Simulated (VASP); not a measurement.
# HfTa4F (Pmmm) in VASP: single point with PBE

Aim: the single point of HfTa4F with PBE.

Everything below comes from runs of VASP 6.6.1. Logs are shortened: lines on timing, memory, paths and dates and some standing lists are left out, and cuts for length are marked.

## Step 1: The cell of the first run

Symmetry: Pmmm, No. 47, orthorhombic system. Conventional cell: a = 3.678 Å, b = 4.092 Å, c = 6.638 Å, α = 90.00°, β = 90.00°, γ = 90.00°. Hf (site symmetry mmm) has 2 Ta at 2.05 Å within 2.7 Å. Ta (site symmetry mmm) has 2 Ta at 1.84 Å within 2.4 Å. Ta (site symmetry mm2) has 2 Ta at 2.05 to 2.55 Å and 2 F at 2.41 Å within 2.7 Å. Within 2.4 Å of Ta (site symmetry mmm) lie 4 Ta at 1.84 to 2.05 Å and 2 Hf at 2.05 Å. F (site symmetry mmm) has 4 Ta at 2.41 Å within 3.2 Å.

## Step 2: Single point, PBE

File INCAR:

```
SYSTEM = HfTa4F
  ALGO = Normal
  EDIFF = 1E-6
  ENCUT = 520
  GGA = PE
  ISIF = 2
  ISMEAR = 0
  LASPH = .True.
  LCHARG = .False.
  LREAL = .False.
  LWAVE = .False.
  NBANDS = 40
  NELM = 60
  PREC = Accurate
  SIGMA = 0.1
```

File KPOINTS:

```
k-points
0
Gamma
  6 4 4
  0 0 0
```

File POSCAR:

```
HfTa4F
1.0
    3.6784067600      0.0000000000      0.0000000000
    0.0000000000      4.0918164400      0.0000000000
    0.0000000000      0.0000000000      6.6383371200
Hf Ta F
1 4 1
Direct
    0.0000000000      0.0000000000      0.5000000000
    0.5000000000      0.5000000000      0.5000000000
    0.0000000000      0.5000000000      0.8081193600
    0.0000000000      0.5000000000      0.1918806400
    0.0000000000      0.5000000000      0.5000000000
    0.0000000000      0.0000000000      0.0000000000
```

Potentials or basis: VASP PAW PBE potentials, release 64 (Hf_pv, Ta_pv, F).

Launch:

```console
$ cat potpaw_PBE.64/Hf_pv/POTCAR potpaw_PBE.64/Ta_pv/POTCAR potpaw_PBE.64/F/POTCAR > POTCAR
$ mpirun -np 1 vasp_std > vasp.out
```

OUTCAR:

```text
SYSTEM = HfTa4F
   EDIFF = 1E-6
   ENCUT = 520
   GGA = PE
   ISIF = 2
   ISMEAR = 0
   LASPH = .True.
   LREAL = .False.
   NELM = 60
   PREC = Accurate

 ion  position               nearest neighbor table
   1  0.000  0.000  0.500-   5 2.05   5 2.05   2 2.75   2 2.75   2 2.75   2 2.75   4 2.89   3 2.89
                             4 2.89   3 2.89
   2  0.500  0.500  0.500-   5 1.84   5 1.84   3 2.75   3 2.75   4 2.75   4 2.75   1 2.75   1 2.75
                             1 2.75   1 2.75
   3  0.000  0.500  0.808-   5 2.05   6 2.41   6 2.41   4 2.55   2 2.75   2 2.75   1 2.89   1 2.89

   4  0.000  0.500  0.192-   5 2.05   6 2.41   6 2.41   3 2.55   2 2.75   2 2.75   1 2.89   1 2.89

   5  0.000  0.500  0.500-   2 1.84   2 1.84   4 2.05   3 2.05   1 2.05   1 2.05
   6  0.000  0.000  0.000-   3 2.41   4 2.41   3 2.41   4 2.41

  LATTYP: Found a simple orthorhombic cell.
 ALAT       =     3.6784067600
 B/A-ratio  =     1.1123882450
 C/A-ratio  =     1.8046772837

  Lattice vectors:

 A1 = (   3.6784067600,   0.0000000000,   0.0000000000)
 A2 = (   0.0000000000,   4.0918164400,   0.0000000000)
 A3 = (   0.0000000000,   0.0000000000,   6.6383371200)

Analysis of symmetry for initial positions (statically):
=====================================================================
 Subroutine PRICEL returns:
 Original cell was already a primitive cell.

 Routine SETGRP: Setting up the symmetry group for a
 simple orthorhombic supercell.

 Subroutine GETGRP returns: Found  8 space group operations
 (whereof  8 operations were pure point group operations)
 out of a pool of  8 trial point group operations.

The static configuration has the point symmetry D_2h.

Analysis of symmetry for dynamics (positions and initial velocities):
=====================================================================
 Subroutine PRICEL returns:
 Original cell was already a primitive cell.

 Routine SETGRP: Setting up the symmetry group for a
 simple orthorhombic supercell.

 Subroutine GETGRP returns: Found  8 space group operations
 (whereof  8 operations were pure point group operations)
 out of a pool of  8 trial point group operations.

The dynamic configuration has the point symmetry D_2h.

 Subroutine INISYM returns: Found  8 space group operations
 (whereof  8 operations are pure point group operations),
 and found     1 'primitive' translations

----------------------------------------------------------------------------------------

                                     Primitive cell

  volume of cell :      99.9160

  direct lattice vectors                    reciprocal lattice vectors
     3.678406760  0.000000000  0.000000000     0.271856830  0.000000000  0.000000000
     0.000000000  4.091816440  0.000000000     0.000000000  0.244390240  0.000000000
     0.000000000  0.000000000  6.638337120     0.000000000  0.000000000  0.150640135

  length of vectors
     3.678406760  4.091816440  6.638337120     0.271856830  0.244390240  0.150640135

  position of ions in fractional coordinates (direct lattice)
     0.000000000  0.000000000  0.500000000
     0.500000000  0.500000000  0.500000000
     0.000000000  0.500000000  0.808119360
     0.000000000  0.500000000  0.191880640
     0.000000000  0.500000000  0.500000000
     0.000000000  0.000000000  0.000000000

  ion indices of the primitive-cell ions
   primitive index   ion index
                 1           1
                 2           2
                 3           3
                 4           4
                 5           5
                 6           6

----------------------------------------------------------------------------------------

 KPOINTS: k-points

Automatic generation of k-mesh.
 Grid dimensions read from file:
 generate k-points for:    6    4    4

 Generating k-lattice:

  Cartesian coordinates                     Fractional coordinates (reciprocal lattice)
     0.045309472  0.000000000  0.000000000     0.166666667  0.000000000  0.000000000
     0.000000000  0.061097560  0.000000000     0.000000000  0.250000000  0.000000000
     0.000000000  0.000000000  0.037660034     0.000000000  0.000000000  0.250000000

  Length of vectors
     0.045309472  0.061097560  0.037660034

  Shift w.r.t. Gamma in fractional coordinates (k-lattice)
     0.000000000  0.000000000  0.000000000

 Subroutine IBZKPT returns following result:
 ===========================================

 Found     36 irreducible k-points:

 Following reciprocal coordinates:
            Coordinates               Weight
  0.000000  0.000000  0.000000      1.000000
  0.166667  0.000000  0.000000      2.000000
  0.333333  0.000000  0.000000      2.000000
  0.500000  0.000000  0.000000      1.000000
  0.000000  0.250000  0.000000      2.000000
  0.166667  0.250000  0.000000      4.000000
[... 16 lines left out ...]
  0.333333  0.500000  0.250000      4.000000
  0.500000  0.500000  0.250000      2.000000
 [... further k-points ...]
   k-points           NKPTS =     36   k-points in BZ     NKDIM =     36   number of bands    NBANDS=     40
   number of dos      NEDOS =    301   number of ions     NIONS =      6
   total plane-waves  NPLWV =  42000
   dimension x,y,z NGX =    28 NGY =   30 NGZ =   50
   dimension x,y,z NGXF=    56 NGYF=   60 NGZF=  100
   ions per type =               1   4   1
   NGX,Y,Z   is equivalent  to a cutoff of  12.65, 12.19, 12.52 a.u.
   NGXF,Y,Z  is equivalent  to a cutoff of  25.31, 24.38, 25.04 a.u.
 SYSTEM =  HfTa4F
   PREC   = accura    normal or accurate (medium, high low for compatibility)
   ISTART =      0    job   : 0-new  1-cont  2-samecut
   ICHARG =      2    charge: 1-file 2-atom 10-const
   ISPIN  =      1    spin polarized calculation?
   LNONCOLLINEAR =      F non collinear calculations
   LSORBIT =      F    spin-orbit coupling
   LASPH  =      T    aspherical Exc in radial PAW
   ENCUT  =  520.0 eV  38.22 Ry    6.18 a.u.   6.84  7.61 12.34*2*pi/ulx,y,z
   NELM   =     60;   NELMIN=  2; NELMDL= -5     # of ELM steps
   EDIFF  = 0.1E-05   stopping-criterion for ELM
   LREAL  =      F    real-space projection
   EDIFFG = 0.1E-04   stopping-criterion for IOM
   NSW    =      0    number of steps for IOM
   IBRION =     -1    ionic relax: 0-MD 1-quasi-New 2-CG
   NFREE  =      0    steps in history (QN), initial steepest desc. (CG)
   ISIF   =      2    stress and relaxation
   ISYM   =      2    0-nonsym 1-usesym 2-fastsym
   POTIM  = 0.5000    time-step for ionic-motion
   TEBEG  =    0.0;   TEEND  =   0.0 temperature during run
   PSTRESS=    0.0 pullay stress
   NELECT =      61.0000    total number of electrons
   NUPDOWN=      -1.0000    fix difference up-down
   EMIN   =  10.00;   EMAX   =-10.00  energy-range for DOS
   EFERMI =   0.00;   METHOD = LEGACY
   ISMEAR =     0;   SIGMA  =   0.10  broadening in eV -4-tet -1-fermi 0-gaus
   EFERMI_NEDOS =   21; number of points for ismear=-14 and -15
   IALGO  =     38    algorithm
   IMIX   =      4    mixing-type and parameters
     AMIX     =   0.40;   BMIX     =  1.00
     AMIX_MAG =   1.60;   BMIX_MAG =  1.00
  volume/ion in A,a.u.               =      16.65       112.38
  Fermi-wavevector in a.u.,A,eV,Ry     =   1.388800  2.624451 26.242447  1.928765
  Thomas-Fermi vector in A             =   2.512892
   LORBIT       =      0    0 simple, 1 ext, 2 COOP (PROOUT), +10 PAW based schemes
   GGA     = PE    functional components
   LHFCALC =     F    Hartree Fock is set to
   AEXX    =    0.0000 exact exchange contribution
   IVDW    =     0    specifies the selected vdW correction
   LEPSILON=     F    determine dielectric tensor
   LRPA    =     F    only Hartree local field effects (RPA)
 non-spin polarized calculation
 Gauss-broadening in eV      SIGMA  =   0.10
  energy-cutoff  :      520.00
  volume of cell :       99.92
 maximum number of plane-waves:      2734
 NGX is ok and might be reduce to    28
   NGX = 13   NGY = 15   NGZ = 25

 number of electron      60.9999990 magnetization

 Free energy of the ion-electron system (eV)
  ---------------------------------------------------
  ext. energy  EPLUGINS =         0.00000000
  ---------------------------------------------------
  free energy    TOTEN  =       -23.11020777 eV

  energy without entropy =      -23.08475179  energy(sigma->0) =      -23.09747978

 E-fermi :   5.1995     XC(G=0): -11.6181

 val. band max:        5.1936824650   @ k =   0.1667   0.0000   0.5000
 cond. band min:       5.2032130304   @ k =   0.0000   0.5000   0.0000
 fundamental gap:      0.0095305654
 Fermi energy:         5.1994855862

 k-point     1 :       0.0000    0.0000    0.0000
  band No.  band energies     occupation
      1     -38.3184      2.00000
      2     -33.6440      2.00000
      3     -33.6122      2.00000
      4     -30.6866      2.00000
      5     -29.7074      2.00000
      6     -29.6768      2.00000
[... 32 lines left out ...]
     39      10.7438      0.00000
     40      10.9579      0.00000

 k-point     2 :       0.1667    0.0000    0.0000
  band No.  band energies     occupation
      1     -37.5103      2.00000
      2     -33.5666      2.00000
      3     -33.5482      2.00000
      4     -30.6847      2.00000
      5     -29.7040      2.00000
      6     -29.6756      2.00000
[... 32 lines left out ...]
     39      10.2800      0.00000
     40      10.7281      0.00000

 k-point     3 :       0.3333    0.0000    0.0000
  band No.  band energies     occupation
      1     -35.1966      2.00000
      2     -33.4106      2.00000
      3     -33.3980      2.00000
      4     -30.6811      2.00000
      5     -29.6944      2.00000
      6     -29.6732      2.00000
[... 32 lines left out ...]
     39       9.2119      0.00000
     40       9.9006      0.00000

 k-point     4 :       0.5000    0.0000    0.0000
  band No.  band energies     occupation
      1     -33.3360      2.00000
      2     -33.3054      2.00000
      3     -31.8662      2.00000
      4     -31.5425      2.00000
      5     -30.6769      2.00000
      6     -29.7701      2.00000
[... 32 lines left out ...]
     39       9.7346      0.00000
     40      10.3195      0.00000
[... 772 lines left out ...]
     39       9.2370      0.00000
     40       9.3576      0.00000

 k-point    23 :       0.3333    0.5000    0.2500
  band No.  band energies     occupation
      1     -35.1766      2.00000
      2     -33.5519      2.00000
      3     -31.0875      2.00000
      4     -30.2235      2.00000
      5     -29.8122      2.00000
      6     -29.7264      2.00000
[... 32 lines left out ...]
     39       9.9352      0.00000
     40       9.9831      0.00000

 k-point    24 :       0.5000    0.5000    0.2500
  band No.  band energies     occupation
      1     -33.4846      2.00000
      2     -31.8146      2.00000
      3     -31.5402      2.00000
      4     -30.8743      2.00000
      5     -30.2106      2.00000
      6     -29.8161      2.00000
[... 32 lines left out ...]
     39       9.5492      0.00000
     40      10.0402      0.00000

 [... further k-points ...]
[... 5 lines left out ...]
  --------------------------------------------------------------------------------------
  -------------------------------------------------------------------------------------
  Total      124.6853257     72.9659374     78.0391844      0.0000000      0.0000000      0.0000000
  in kB     1999.3587497   1170.0261011   1251.3768181      0.0000000      0.0000000      0.0000000
  external PRESSURE =    1473.5872230 kB  Pullay stress =       0.0000000 kB

 VOLUME and BASIS-vectors are now :
 -----------------------------------------------------------------------------
  energy-cutoff  :      520.00
  volume of cell :       99.92
      direct lattice vectors                 reciprocal lattice vectors
     3.678406760  0.000000000  0.000000000     0.271856830  0.000000000  0.000000000
     0.000000000  4.091816440  0.000000000     0.000000000  0.244390240  0.000000000
     0.000000000  0.000000000  6.638337120     0.000000000  0.000000000  0.150640135

 POSITION                                       TOTAL-FORCE (eV/Angst)
 -----------------------------------------------------------------------------------
      0.00000      0.00000      3.31917         0.000000      0.000000      0.000000
      1.83920      2.04591      3.31917         0.000000      0.000000      0.000000
      0.00000      2.04591      5.36457        -0.000000      0.000000     15.643065
      0.00000      2.04591      1.27377         0.000000      0.000000    -15.643065
      0.00000      2.04591      3.31917         0.000000      0.000000      0.000000
      0.00000      0.00000      0.00000         0.000000      0.000000      0.000000
 -----------------------------------------------------------------------------------
    total drift:                               -0.000000      0.000000      0.000000

  FREE ENERGIE OF THE ION-ELECTRON SYSTEM (eV)
  ---------------------------------------------------
  free  energy   TOTEN  =       -23.1102077662 eV

  energy  without entropy=      -23.0847517894  energy(sigma->0) =      -23.09747978
```

Run time: 59 s. Hardware: 1 thread of Intel Xeon 6975P-C (Granite Rapids), shared host; peak memory 0.27 GiB.

Results:

- Free energy: -23.1102 eV
- Pressure: 147.4 GPa
- Largest force: 15.643 eV/Å

Forces on the atoms (eV/Å):
```
Hf    0.000   0.000   0.000
Ta    0.000   0.000   0.000
Ta    0.000   0.000  15.643
Ta    0.000   0.000 -15.643
Ta    0.000   0.000   0.000
F     0.000   0.000   0.000
```

Caveat: the k points lie up to 0.38 Å⁻¹ apart; spin-orbit coupling is left out, which moves the levels of the heavy elements; an odd number of electrons without spin polarisation forces a metal; a magnetic or distorted state may lie lower.
